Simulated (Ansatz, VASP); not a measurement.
# Pb: VASP beside Ansatz

```
CELL_PARAMETERS angstrom
-1.99747 1.99747 1.99747
1.99747 -1.99747 1.99747
1.99747 1.99747 -1.99747
ATOMIC_POSITIONS crystal
Pb 0.00000 0.00000 0.00000
```

Alike in both runs: functional PBE; k mesh 20 × 20 × 20; occupations gaussian, width 0.1 eV; no spin polarisation.

Ansatz relaxed the structure, and its values are those at the end. VASP's run is a single point on that final structure, the one shown.

|  | VASP | Ansatz |
| --- | --- | --- |
| version | VASP 6.6.1 | Ansatz 0.2.0 |
| potentials or method | VASP PAW PBE potentials, release 64 (Pb_d), cutoff 520 eV | scalar-relativistic, plane waves, PAW |
| valence electrons in the cell | 14 | 14 |

|  | VASP | Ansatz | Ansatz less VASP |
| --- | --- | --- | --- |
| gap on the k mesh at the Fermi level (eV) | none | none | - |
| pressure (GPa) | 0.0 | 0.0 | +0.06 |

A gap of «none» marks a metal or a gap that the smearing closes. The functional is the same, so the differences come from potentials, cutoffs and numerics.

Neither program's run includes spin-orbit coupling.
